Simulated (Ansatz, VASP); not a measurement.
One calculation of C, two programs

INCAR

```
SYSTEM = C
PREC = Accurate ; ENCUT = 520
EDIFF = 1E-7 ; ISMEAR = -1
SIGMA = 0.05 ; LREAL = .FALSE.
LASPH = .TRUE. ; NELM = 60
ALGO = Normal ; ISIF = 2
LWAVE = .FALSE. ; LCHARG = .FALSE.
GGA = PS ; NBANDS = 26
```

File KPOINTS:

```
Automatic mesh
0
G
  12 12 4
  0 0 0
```

The input POSCAR:

```
C
1.0
    2.5388031358      0.0000000000      0.0000000000
   -1.2694015679      2.1986680108      0.0000000000
    0.0000000000      0.0000000000      8.2916519209
C
8
Direct
    0.6666666667      0.3333333333      0.8437500000
    0.3333333333      0.6666666667      0.3437500000
    0.6666666667      0.3333333333      0.6562500000
    0.3333333333      0.6666666667      0.1562500000
    0.0000000000      0.0000000000      0.9062500000
    0.0000000000      0.0000000000      0.4062500000
    0.0000000000      0.0000000000      0.5937500000
    0.0000000000      0.0000000000      0.0937500000
```

input.yaml

```yaml
crystal:
  lattice:
    - [2.5388031358, 0.0, 0.0]
    - [-1.2694015679, 2.1986680108, 0.0]
    - [0.0, 0.0, 8.2916519209]
  atoms:
    - { symbol: C, position: [0.6666666667, 0.3333333333, 0.84375] }
    - { symbol: C, position: [0.3333333333, 0.6666666667, 0.34375] }
    - { symbol: C, position: [0.6666666667, 0.3333333333, 0.65625] }
    - { symbol: C, position: [0.3333333333, 0.6666666667, 0.15625] }
    - { symbol: C, position: [0.0, 0.0, 0.90625] }
    - { symbol: C, position: [0.0, 0.0, 0.40625] }
    - { symbol: C, position: [0.0, 0.0, 0.59375] }
    - { symbol: C, position: [0.0, 0.0, 0.09375] }
kpoints:
  mp_grid: { grid: [12, 12, 4] }
scf:
  occupations: { method: fermi_dirac, width: 0.05 }
hamiltonian:
  xc: pbesol
  pseudopotentials: { kind: all_electron, lapw: { basis_error: 0.001 } }
output:
  forces: true
  stress: true
  eigenvalues: true
```

Change from the starting cell: volume scaled by 1.02.

Alike in both runs: task single point; functional PBEsol; k mesh 12 × 12 × 4; occupations fermi-dirac, width 0.05 eV; no spin polarisation.

|  | VASP | Ansatz |
| --- | --- | --- |
| version | VASP 6.6.1 | Ansatz 0.2.0 |
| potentials or method | VASP PAW PBE potentials, release 64 (C), cutoff 520 eV | all-electron LAPW, scalar-relativistic |

|  | VASP | Ansatz | Ansatz less VASP |
| --- | --- | --- | --- |
| gap on the k mesh at the Fermi level (eV) | 4.23 | 4.23 | +0.005 |
| least direct gap on the mesh (eV) | 5.08 | 5.09 | +0.006 |
| pressure (GPa) | -11.7 | -12.6 | -0.94 |
| traceless stress, the component that is largest in VASP (GPa) | 7.88 | 7.87 | -0.009 |
| rms of the force components (eV/Å) | 0.183 | 0.183 | -0.0003 |

VASP's potentials were made for PBE, not for PBEsol. Atom by atom the forces differ by 0.000 eV/Å (rms over components). Ansatz ran all-electron here, and VASP with PAW potentials.
